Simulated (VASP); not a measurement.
A run of VASP 6.6.1 is set up as follows.

Contents of INCAR:

```
SYSTEM = C
  PREC = Accurate
  ENCUT = 910
  EDIFF = 1E-6
  ISMEAR = 0
  SIGMA = 0.05
  LREAL = .False.
  LASPH = .True.
  NELM = 120
  ALGO = Normal
  ISIF = 2
  LWAVE = .False.
  LCHARG = .False.
  NBANDS = 11
  GGA_COMPAT = .False.
```

The input KPOINTS:

```
regular mesh
0
Gamma
  12 12 12
  0 0 0
```

File POSCAR:

```
C
1.0
    0.0000000000      1.7935986611      1.7935986611
    1.7935986611      0.0000000000      1.7935986611
    1.7935986611      1.7935986611      0.0000000000
C
2
Direct
    0.5000000000      0.5000000000      0.5000000000
    0.7500000000      0.7500000000      0.7500000000
```

Potentials or basis: VASP PAW LDA potentials, release 64 (C_h).

The run is started by

```bash
$ cat potpaw_LDA.64/C_h/POTCAR > POTCAR
$ mpirun -np 1 vasp_std > vasp.out
```

(1) Predict the band gap on the k mesh.

(2) Estimate the pressure.

Results:

(1) 4.08 eV, indirect (least direct gap 5.50 eV).

(2) -19.5 GPa.

Caveat: the cutoff is under 1.25 times the usual one of these potentials, so pressure, stress and relaxed cells hold a basis-set (Pulay) error.
